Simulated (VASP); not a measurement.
# TiCo3 (Pm-3m) in VASP: a series of runs

The runs below take TiCo3 through single point, with r2SCAN.

Everything below comes from runs of VASP 6.6.1. Logs are shortened: lines on timing, memory, paths and dates and some standing lists are left out, and cuts for length are marked.

### Step 1. The cell of the first run

Symmetry: Pm-3m, No. 221, cubic system. The conventional cell has a = 3.551 Å, b = 3.551 Å, c = 3.551 Å, α = 90.00°, β = 90.00°, γ = 90.00°. Ti (site symmetry m-3m) has 12 Co at 2.51 Å within 3.3 Å. Within 3.3 Å of Co (site symmetry 4/mmm) lie 4 Ti at 2.51 Å and 8 Co at 2.51 Å.

### Step 2. Single point, r2SCAN, collinear spin, ferrimagnetic start (11.19 Å³/atom)

Contents of POSCAR:

```
TiCo3
1.0
    3.5506300368      0.0000000000      0.0000000000
    0.0000000000      3.5506300368      0.0000000000
    0.0000000000      0.0000000000      3.5506300368
Ti Co
1 3
Direct
    0.0000000000      0.0000000000      0.0000000000
    0.0000000000      0.5000000000      0.5000000000
    0.5000000000      0.0000000000      0.5000000000
    0.5000000000      0.5000000000      0.0000000000
```

Contents of INCAR.step1:

```
PREC = Accurate ; ENCUT = 520
ISMEAR = 0 ; SIGMA = 0.1
LREAL = False ; LASPH = True
NELM = 150 ; ISPIN = 2
MAGMOM = -0.7 1.46 1.46 1.46 ; LMAXMIX = 4
NBANDS = 32 ; GGA = PE
ALGO = Normal ; EDIFF = 1E-4
LWAVE = True ; LCHARG = False
```

Contents of INCAR.step2:

```
PREC = Accurate ; ENCUT = 520
EDIFF = 1E-6 ; ISMEAR = 0
SIGMA = 0.1 ; LREAL = False
LASPH = True ; NELM = 150
ALGO = Normal ; ISIF = 2
LWAVE = False ; LCHARG = False
ISPIN = 2 ; MAGMOM = -0.7 1.46 1.46 1.46
LORBIT = 11 ; LMAXMIX = 4
METAGGA = R2SCAN ; LMIXTAU = True
NBANDS = 32 ; ISTART = 1
```

Contents of KPOINTS:

```
Automatic mesh
0
Gamma
  12 12 12
```

Potentials or basis: VASP PAW PBE potentials, release 64 (Ti_sv, Co).

Launch:

```sh
$ cat potpaw_PBE.64/Ti_sv/POTCAR potpaw_PBE.64/Co/POTCAR > POTCAR
$ cp INCAR.step1 INCAR
$ mpirun -np 1 vasp_std > vasp.out
$ cp INCAR.step2 INCAR
$ mpirun -np 1 vasp_std > vasp.out
```

OUTCAR:

```text
PREC = Accurate
   ENCUT = 520
   EDIFF = 1E-6
   ISMEAR = 0
   LREAL = False
   LASPH = True
   NELM = 150
   ISIF = 2
   ISPIN = 2
   LORBIT = 11
   METAGGA = R2SCAN
   ISTART = 1

 ion  position               nearest neighbor table
   1  0.000  0.000  0.000-   2 2.51   3 2.51   4 2.51   2 2.51   3 2.51   2 2.51   4 2.51   2 2.51
                             3 2.51   4 2.51   3 2.51   4 2.51
   2  0.000  0.500  0.500-   1 2.51   3 2.51   4 2.51   1 2.51   4 2.51   1 2.51   3 2.51   1 2.51
                             3 2.51   4 2.51   4 2.51   3 2.51
   3  0.500  0.000  0.500-   1 2.51   2 2.51   4 2.51   1 2.51   4 2.51   2 2.51   4 2.51   4 2.51
                             1 2.51   2 2.51   1 2.51   2 2.51
   4  0.500  0.500  0.000-   1 2.51   2 2.51   3 2.51   2 2.51   3 2.51   1 2.51   3 2.51   3 2.51
                             1 2.51   2 2.51   2 2.51   1 2.51

  LATTYP: Found a simple cubic cell.
 ALAT       =     3.5506300368

  Lattice vectors:

 A1 = (   3.5506300368,   0.0000000000,   0.0000000000)
 A2 = (   0.0000000000,   3.5506300368,   0.0000000000)
 A3 = (   0.0000000000,   0.0000000000,   3.5506300368)

Analysis of symmetry for initial positions (statically):
=====================================================================
 Subroutine PRICEL returns:
 Original cell was already a primitive cell.

 Routine SETGRP: Setting up the symmetry group for a
 simple cubic supercell.

 Subroutine GETGRP returns: Found 48 space group operations
 (whereof 48 operations were pure point group operations)
 out of a pool of 48 trial point group operations.

The static configuration has the point symmetry O_h .

Analysis of symmetry for dynamics (positions and initial velocities):
=====================================================================
 Subroutine PRICEL returns:
 Original cell was already a primitive cell.

 Routine SETGRP: Setting up the symmetry group for a
 simple cubic supercell.

 Subroutine GETGRP returns: Found 48 space group operations
 (whereof 48 operations were pure point group operations)
 out of a pool of 48 trial point group operations.

The dynamic configuration has the point symmetry O_h .

Analysis of structural, dynamic, and magnetic symmetry:
=====================================================================
 Subroutine PRICEL returns:
 Original cell was already a primitive cell.

 Routine SETGRP: Setting up the symmetry group for a
 simple cubic supercell.

 Subroutine GETGRP returns: Found 48 space group operations
 (whereof 48 operations were pure point group operations)
 out of a pool of 48 trial point group operations.

The overall configuration has the point symmetry O_h .

 Subroutine INISYM returns: Found 48 space group operations
 (whereof 48 operations are pure point group operations),
 and found     1 'primitive' translations

----------------------------------------------------------------------------------------

                                     Primitive cell

  volume of cell :      44.7627

  direct lattice vectors                    reciprocal lattice vectors
     3.550630037  0.000000000  0.000000000     0.281640157  0.000000000  0.000000000
     0.000000000  3.550630037  0.000000000     0.000000000  0.281640157  0.000000000
     0.000000000  0.000000000  3.550630037     0.000000000  0.000000000  0.281640157

  length of vectors
     3.550630037  3.550630037  3.550630037     0.281640157  0.281640157  0.281640157

  position of ions in fractional coordinates (direct lattice)
     0.000000000  0.000000000  0.000000000
     0.000000000  0.500000000  0.500000000
     0.500000000  0.000000000  0.500000000
     0.500000000  0.500000000  0.000000000

  ion indices of the primitive-cell ions
   primitive index   ion index
                 1           1
                 2           2
                 3           3
                 4           4

----------------------------------------------------------------------------------------

 KPOINTS: Automatic mesh

Automatic generation of k-mesh.
[... 22 lines left out ...]
            Coordinates               Weight
  0.000000  0.000000  0.000000      1.000000
  0.083333  0.000000  0.000000      6.000000
  0.166667  0.000000  0.000000      6.000000
  0.250000  0.000000  0.000000      6.000000
  0.333333  0.000000  0.000000      6.000000
  0.416667  0.000000  0.000000      6.000000
[... 16 lines left out ...]
  0.333333  0.333333  0.000000     12.000000
  0.416667  0.333333  0.000000     24.000000
 [... further k-points ...]
   k-points           NKPTS =     84   k-points in BZ     NKDIM =     84   number of bands    NBANDS=     32
   number of dos      NEDOS =    301   number of ions     NIONS =      4
   total plane-waves  NPLWV =  21952
   dimension x,y,z NGX =    28 NGY =   28 NGZ =   28
   dimension x,y,z NGXF=    56 NGYF=   56 NGZF=   56
   ions per type =               1   3
   NGX,Y,Z   is equivalent  to a cutoff of  13.11, 13.11, 13.11 a.u.
   NGXF,Y,Z  is equivalent  to a cutoff of  26.22, 26.22, 26.22 a.u.
 SYSTEM =  unknown system
   PREC   = accura    normal or accurate (medium, high low for compatibility)
   ISTART =      1    job   : 0-new  1-cont  2-samecut
   ICHARG =      0    charge: 1-file 2-atom 10-const
   ISPIN  =      2    spin polarized calculation?
   LNONCOLLINEAR =      F non collinear calculations
   LSORBIT =      F    spin-orbit coupling
   LASPH  =      T    aspherical Exc in radial PAW
   ENCUT  =  520.0 eV  38.22 Ry    6.18 a.u.   6.60  6.60  6.60*2*pi/ulx,y,z
   NELM   =    150;   NELMIN=  2; NELMDL=  0     # of ELM steps
   EDIFF  = 0.1E-05   stopping-criterion for ELM
   LREAL  =      F    real-space projection
   EDIFFG = 0.1E-04   stopping-criterion for IOM
   NSW    =      0    number of steps for IOM
   IBRION =     -1    ionic relax: 0-MD 1-quasi-New 2-CG
   NFREE  =      0    steps in history (QN), initial steepest desc. (CG)
   ISIF   =      2    stress and relaxation
   ISYM   =      2    0-nonsym 1-usesym 2-fastsym
   POTIM  = 0.5000    time-step for ionic-motion
   TEBEG  =    0.0;   TEEND  =   0.0 temperature during run
   PSTRESS=    0.0 pullay stress
   NELECT =      39.0000    total number of electrons
   NUPDOWN=      -1.0000    fix difference up-down
   EMIN   =  10.00;   EMAX   =-10.00  energy-range for DOS
   EFERMI =   0.00;   METHOD = LEGACY
   ISMEAR =     0;   SIGMA  =   0.10  broadening in eV -4-tet -1-fermi 0-gaus
   EFERMI_NEDOS =   21; number of points for ismear=-14 and -15
   IALGO  =     38    algorithm
   IMIX   =      4    mixing-type and parameters
     AMIX     =   0.40;   BMIX     =  1.00
     AMIX_MAG =   1.60;   BMIX_MAG =  1.00
  volume/ion in A,a.u.               =      11.19        75.52
  Fermi-wavevector in a.u.,A,eV,Ry     =   1.563595  2.954766 33.263923  2.444829
  Thomas-Fermi vector in A             =   2.666343
   LORBIT       =     11    0 simple, 1 ext, 2 COOP (PROOUT), +10 PAW based schemes
   METAGGA = R2SCAN    functional components
   LHFCALC =     F    Hartree Fock is set to
   AEXX    =    0.0000 exact exchange contribution
   IVDW    =     0    specifies the selected vdW correction
   LEPSILON=     F    determine dielectric tensor
   LRPA    =     F    only Hartree local field effects (RPA)
 spin polarized calculation
 Gauss-broadening in eV      SIGMA  =   0.10
  energy-cutoff  :      520.00
  volume of cell :       44.76
 maximum number of plane-waves:      1228
 NGX is ok and might be reduce to    28
   NGX = 13   NGY = 13   NGZ = 13

 number of electron      39.0000018 magnetization      -0.0000822

 number of electron      39.0000018 magnetization       0.0007074

 Free energy of the ion-electron system (eV)
  ---------------------------------------------------
  ext. energy  EPLUGINS =         0.00000000
  ---------------------------------------------------
  free energy    TOTEN  =       -52.91930333 eV

  energy without entropy =      -52.89827218  energy(sigma->0) =      -52.90878775

 E-fermi :  10.3976     XC(G=0): -14.5664

 val. band max:       10.3968485504   @ k =   0.3333   0.0833   0.0833
 cond. band min:      10.4090923638   @ k =   0.1667   0.0833   0.0833
 fundamental gap:      0.0122438133
 Fermi energy:        10.3975765969

 spin component 1

 k-point     1 :       0.0000    0.0000    0.0000
  band No.  band energies     occupation
      1     -48.3547      1.00000
      2     -23.5723      1.00000
      3     -23.5723      1.00000
      4     -23.5723      1.00000
      5       1.9633      1.00000
      6       5.8632      1.00000
[... 805 lines left out ...]
     30      23.1492      0.00000
     31      23.5726      0.00000

 [... further k-points ...]

 spin component 2

 k-point     1 :       0.0000    0.0000    0.0000
  band No.  band energies     occupation
      1     -48.3547      1.00000
      2     -23.5724      1.00000
      3     -23.5724      1.00000
      4     -23.5724      1.00000
      5       1.9635      1.00000
      6       5.8638      1.00000
[... 805 lines left out ...]
     30      23.1494      0.00000
     31      23.5727      0.00000

 [... further k-points ...]

 [bands above 31 left out]

------------------------ aborting loop because EDIFF is reached ----------------------------------------

  FORCE on cell =-STRESS in cart. coord.  units (eV):
  Direction    XX          YY          ZZ          XY          YZ          ZX
  --------------------------------------------------------------------------------------
  -------------------------------------------------------------------------------------
  Total       -0.4362051     -0.4362051     -0.4362051     -0.0000000      0.0000000      0.0000000
  in kB      -15.6129527    -15.6129527    -15.6129527     -0.0000000      0.0000000      0.0000000
  external PRESSURE =     -15.6129527 kB  Pullay stress =       0.0000000 kB

 VOLUME and BASIS-vectors are now :
 -----------------------------------------------------------------------------
  energy-cutoff  :      520.00
  volume of cell :       44.76
      direct lattice vectors                 reciprocal lattice vectors
     3.550630037  0.000000000  0.000000000     0.281640157  0.000000000  0.000000000
     0.000000000  3.550630037  0.000000000     0.000000000  0.281640157  0.000000000
     0.000000000  0.000000000  3.550630037     0.000000000  0.000000000  0.281640157

 POSITION                                       TOTAL-FORCE (eV/Angst)
 -----------------------------------------------------------------------------------
      0.00000      0.00000      0.00000         0.000000      0.000000      0.000000
      0.00000      1.77532      1.77532         0.000000      0.000000      0.000000
      1.77532      0.00000      1.77532         0.000000      0.000000      0.000000
      1.77532      1.77532      0.00000         0.000000      0.000000      0.000000
 -----------------------------------------------------------------------------------
    total drift:                                0.000000      0.000000      0.000000

  FREE ENERGIE OF THE ION-ELECTRON SYSTEM (eV)
  ---------------------------------------------------
  free  energy   TOTEN  =       -52.9193033263 eV

  energy  without entropy=      -52.8982721796  energy(sigma->0) =      -52.90878775

 total charge

# of ion       s       p       d       tot
------------------------------------------
    1        2.268   6.212   1.913  10.393
    2        0.546   0.565   7.343   8.454
    3        0.546   0.565   7.343   8.454
    4        0.546   0.565   7.343   8.454
--------------------------------------------------
tot          3.905   7.908  23.941  35.754

 magnetization (x)

# of ion       s       p       d       tot
------------------------------------------
    1        0.000  -0.000  -0.000  -0.000
    2        0.000   0.000   0.000   0.000
    3        0.000   0.000   0.000   0.000
    4        0.000   0.000   0.000   0.000
--------------------------------------------------
tot          0.000   0.000   0.001   0.001
```

Run time: 14 min. Hardware: 1 thread of Intel Xeon 6975P-C (Granite Rapids), shared host; peak memory 0.3 GiB.

Results:

```yaml
Free_energy: -52.9193 eV
Pressure: -1.6 GPa
Net_moment: 0.00 μB per cell
Valence_electrons_inside_the_program's_atomic_spheres: Ti 10.39; Co 8.45
```

Caveat: the PAW data sets were made with another functional, which shifts forces and pressure a little.

(Continued in part 2 of 2.)
